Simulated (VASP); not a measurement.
C, 2 atoms in the cell. It takes space group Fddd (No. 70, orthorhombic). The conventional cell has a = 3.313 Å, b = 3.581 Å, c = 3.822 Å, α = 90.00°, β = 90.00°, γ = 90.00°. Within 2.1 Å of C (site symmetry 222) lie 4 C at 1.55 Å.  This cell differs from its parent crystal: strain +e along x and -e along y -0.0375, strain +e along z and -e/2 along x and y +0.0700.

- Program: VASP 6.6.1
- Task: single point
- Functional: PBE
- Potentials or basis: VASP PAW PBE potentials, release 64 (C)
- Cutoff: 520 eV
- k mesh: 12 × 12 × 12
- Occupations: gaussian, width 0.05 eV
- Spin: no spin polarisation
- Dipole correction: no
- Further INCAR settings: ALGO = Normal; EDIFF = 1e-06; NBANDS = 11

Potentials or basis: VASP PAW PBE potentials, release 64 (C).

Run with:

```console
$ cat potpaw_PBE.64/C/POTCAR > POTCAR
$ mpirun -np 1 vasp_std > vasp.out
```

Hardware: 1 thread of Intel Xeon 8259CL, with other jobs on the host.

Estimate the wall time of this run.

Wall time 38 s on 1 thread of Intel Xeon 8259CL, on a shared host, peak memory 0.13 GiB. Counts: scf iterations 11, k points 280.
